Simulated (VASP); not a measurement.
# SbRu2 (I4/mmm) in VASP: notebook

The runs below take SbRu2 through single point, relaxation of cell and atoms, with PBE.

All numbers are computed with VASP 6.6.1; they aren't measurements. Logs are shortened: lines on timing, memory, paths and dates and some standing lists are left out, and cuts for length are marked.

### Step 1. The cell of the first run

It takes space group I4/mmm (No. 139, tetragonal). The conventional cell has a = 3.560 Å, b = 3.560 Å, c = 7.920 Å, α = 90.00°, β = 90.00°, γ = 90.00°. Sb (site symmetry 4/mmm) has 10 Ru at 2.65 to 2.84 Å and 4 Sb at 3.56 Å within 3.6 Å. Ru (site symmetry 4mm) has 9 Ru at 2.62 to 3.56 Å and 5 Sb at 2.65 to 2.84 Å within 3.6 Å.

### Step 2. Single point, PBE

File INCAR:

```
PREC = Accurate
ENCUT = 520
EDIFF = 1E-6
ISMEAR = 0
SIGMA = 0.1
LREAL = False
LASPH = True
NELM = 80
ALGO = Normal
ISIF = 2
LWAVE = False
LCHARG = False
GGA = PE
NBANDS = 24
```

File KPOINTS:

```
Automatic mesh
0
Gamma
  8 8 8
```

File POSCAR:

```
SbRu2
1.0
   -1.7800397678      1.7800397678      3.9598718679
    1.7800397678     -1.7800397678      3.9598718679
    1.7800397678      1.7800397678     -3.9598718679
Sb Ru
1 2
Direct
    0.0000000000      0.0000000000      0.0000000000
    0.6656494331      0.6656494331      0.0000000000
    0.3343505669      0.3343505669      0.0000000000
```

Potentials or basis: VASP PAW PBE potentials, release 64 (Sb, Ru_pv).

Command:

```sh
> cat potpaw_PBE.64/Sb/POTCAR potpaw_PBE.64/Ru_pv/POTCAR > POTCAR
> mpirun -np 1 vasp_std > vasp.out
```

OUTCAR:

```text
PREC = Accurate
   ENCUT = 520
   EDIFF = 1E-6
   ISMEAR = 0
   LREAL = False
   LASPH = True
   NELM = 80
   ISIF = 2
   GGA = PE

 ion  position               nearest neighbor table
   1  0.000  0.000  0.000-   2 2.65   3 2.65   2 2.84   3 2.84   2 2.84   2 2.84   2 2.84   3 2.84
                             3 2.84   3 2.84
   2  0.666  0.666  0.000-   3 2.62   1 2.65   1 2.84   1 2.84   1 2.84   1 2.84   3 2.85   3 2.85
                             3 2.85   3 2.85
   3  0.334  0.334  0.000-   2 2.62   1 2.65   1 2.84   1 2.84   1 2.84   1 2.84   2 2.85   2 2.85
                             2 2.85   2 2.85

  LATTYP: Found a body centered tetragonal cell.
 ALAT       =     3.5600795356
 C/A-ratio  =     2.2245974160

  Lattice vectors:

 A1 = (  -1.7800397678,   1.7800397678,   3.9598718679)
 A2 = (   1.7800397678,  -1.7800397678,   3.9598718679)
 A3 = (   1.7800397678,   1.7800397678,  -3.9598718679)

Analysis of symmetry for initial positions (statically):
=====================================================================
 Subroutine PRICEL returns:
 Original cell was already a primitive cell.

 Routine SETGRP: Setting up the symmetry group for a
 body centered tetragonal supercell.

 Subroutine GETGRP returns: Found 16 space group operations
 (whereof 16 operations were pure point group operations)
 out of a pool of 16 trial point group operations.

The static configuration has the point symmetry D_4h.

Analysis of symmetry for dynamics (positions and initial velocities):
=====================================================================
 Subroutine PRICEL returns:
 Original cell was already a primitive cell.

 Routine SETGRP: Setting up the symmetry group for a
 body centered tetragonal supercell.

 Subroutine GETGRP returns: Found 16 space group operations
 (whereof 16 operations were pure point group operations)
 out of a pool of 16 trial point group operations.

The dynamic configuration has the point symmetry D_4h.

 Subroutine INISYM returns: Found 16 space group operations
 (whereof 16 operations are pure point group operations),
 and found     1 'primitive' translations

----------------------------------------------------------------------------------------

                                     Primitive cell

  volume of cell :      50.1881

  direct lattice vectors                    reciprocal lattice vectors
[... 87 lines left out ...]
   ENCUT  =  520.0 eV  38.22 Ry    6.18 a.u.   8.72  8.72  8.72*2*pi/ulx,y,z
   NELM   =     80;   NELMIN=  2; NELMDL= -5     # of ELM steps
   EDIFF  = 0.1E-05   stopping-criterion for ELM
   LREAL  =      F    real-space projection
   EDIFFG = 0.1E-04   stopping-criterion for IOM
   NSW    =      0    number of steps for IOM
   IBRION =     -1    ionic relax: 0-MD 1-quasi-New 2-CG
   NFREE  =      0    steps in history (QN), initial steepest desc. (CG)
   ISIF   =      2    stress and relaxation
   ISYM   =      2    0-nonsym 1-usesym 2-fastsym
   POTIM  = 0.5000    time-step for ionic-motion
   TEBEG  =    0.0;   TEEND  =   0.0 temperature during run
   PSTRESS=    0.0 pullay stress
   NELECT =      33.0000    total number of electrons
   NUPDOWN=      -1.0000    fix difference up-down
   EMIN   =  10.00;   EMAX   =-10.00  energy-range for DOS
   EFERMI =   0.00;   METHOD = LEGACY
   ISMEAR =     0;   SIGMA  =   0.10  broadening in eV -4-tet -1-fermi 0-gaus
   EFERMI_NEDOS =   21; number of points for ismear=-14 and -15
   IALGO  =     38    algorithm
   IMIX   =      4    mixing-type and parameters
     AMIX     =   0.40;   BMIX     =  1.00
     AMIX_MAG =   1.60;   BMIX_MAG =  1.00
  volume/ion in A,a.u.               =      16.73       112.90
  Fermi-wavevector in a.u.,A,eV,Ry     =   1.423572  2.690160 27.572968  2.026556
  Thomas-Fermi vector in A             =   2.544155
   LORBIT       =      0    0 simple, 1 ext, 2 COOP (PROOUT), +10 PAW based schemes
   GGA     = PE    functional components
   LHFCALC =     F    Hartree Fock is set to
   AEXX    =    0.0000 exact exchange contribution
   IVDW    =     0    specifies the selected vdW correction
   LEPSILON=     F    determine dielectric tensor
   LRPA    =     F    only Hartree local field effects (RPA)
 non-spin polarized calculation
 Gauss-broadening in eV      SIGMA  =   0.10
  energy-cutoff  :      520.00
  volume of cell :       50.19
 maximum number of plane-waves:      1371
   NGX = 17   NGY = 17   NGZ = 17

 number of electron      33.0000003 magnetization

 Free energy of the ion-electron system (eV)
  ---------------------------------------------------
  ext. energy  EPLUGINS =         0.00000000
  ---------------------------------------------------
  free energy    TOTEN  =       -21.17201744 eV

  energy without entropy =      -21.15266187  energy(sigma->0) =      -21.16233965

 E-fermi :  11.6547     XC(G=0): -12.6592

 val. band max:       11.6474366551   @ k =  -0.3750  -0.3750   0.1250
 cond. band min:      11.6585905185   @ k =   0.5000   0.1250  -0.0000
 fundamental gap:      0.0111538635
 Fermi energy:        11.6547365573

 k-point     1 :       0.0000    0.0000    0.0000
  band No.  band energies     occupation
      1     -31.2717      2.00000
      2     -30.8442      2.00000
      3     -30.7812      2.00000
      4     -30.7812      2.00000
      5     -30.6174      2.00000
      6     -30.6174      2.00000
[... 637 lines left out ...]
     23      19.2966      0.00000
     24      20.1543      0.00000

 [... further k-points ...]

------------------------ aborting loop because EDIFF is reached ----------------------------------------

  FORCE on cell =-STRESS in cart. coord.  units (eV):
  Direction    XX          YY          ZZ          XY          YZ          ZX
  --------------------------------------------------------------------------------------
  -------------------------------------------------------------------------------------
  Total       -0.0910330     -0.0910330     -0.0671614      0.0000000     -0.0000000      0.0000000
  in kB       -2.9060891     -2.9060891     -2.1440251      0.0000000     -0.0000000      0.0000000
  external PRESSURE =      -2.6520678 kB  Pullay stress =       0.0000000 kB

 VOLUME and BASIS-vectors are now :
 -----------------------------------------------------------------------------
  energy-cutoff  :      520.00
  volume of cell :       50.19
      direct lattice vectors                 reciprocal lattice vectors
    -1.780039768  1.780039768  3.959871868     0.000000000  0.280892601  0.126266712
     1.780039768 -1.780039768  3.959871868     0.280892601  0.000000000  0.126266712
     1.780039768  1.780039768 -3.959871868     0.280892601  0.280892601  0.000000000

 POSITION                                       TOTAL-FORCE (eV/Angst)
 -----------------------------------------------------------------------------------
      0.00000      0.00000      0.00000         0.000000      0.000000      0.000000
      0.00000      0.00000      5.27177        -0.000000     -0.000000      0.031612
      0.00000      0.00000      2.64797        -0.000000     -0.000000     -0.031612
 -----------------------------------------------------------------------------------
    total drift:                                0.000000      0.000000     -0.000000

  FREE ENERGIE OF THE ION-ELECTRON SYSTEM (eV)
  ---------------------------------------------------
  free  energy   TOTEN  =       -21.1720174427 eV

  energy  without entropy=      -21.1526618652  energy(sigma->0) =      -21.16233965
```

Run time: 30 s. Hardware: 1 thread of Intel Xeon 6975P-C (Granite Rapids), shared host; peak memory 0.23 GiB.

What came out:

```yaml
Free_energy: -21.1720 eV
Pressure: -0.3 GPa
Largest_force: 0.032 eV/Å
Band_gap_on_the_k_mesh: zero (an odd number of electrons rules out a gap without spin polarisation)
```

Forces in eV/Å, atoms in the order of the input:
```
Sb   0.000  0.000  0.000
Ru   0.000  0.000  0.032
Ru   0.000  0.000 -0.032
```

Levels at points of the mesh, in eV from the Fermi level:
| k point | band 14 | band 15 | band 16 | band 17 | band 18 | band 19 |
| --- | --- | --- | --- | --- | --- | --- |
| (0.00, 0.00, 0.00) | -1.54 | -1.32 | -1.32 | 0.36 | 1.57 | 4.43 |
| (0.50, 0.00, 0.00) | -1.08 | -0.64 | -0.61 | -0.11 | -0.08 | 0.28 |
| (0.50, 0.50, 0.00) | -0.78 | -0.62 | -0.42 | -0.35 | -0.11 | 2.17 |
| (0.50, 0.50, 0.50) | -0.53 | -0.34 | -0.34 | -0.09 | 0.01 | 0.26 |

Caveat: spin-orbit coupling is left out, which moves the levels of the heavy elements.

(Continued in part 2 of 2.)
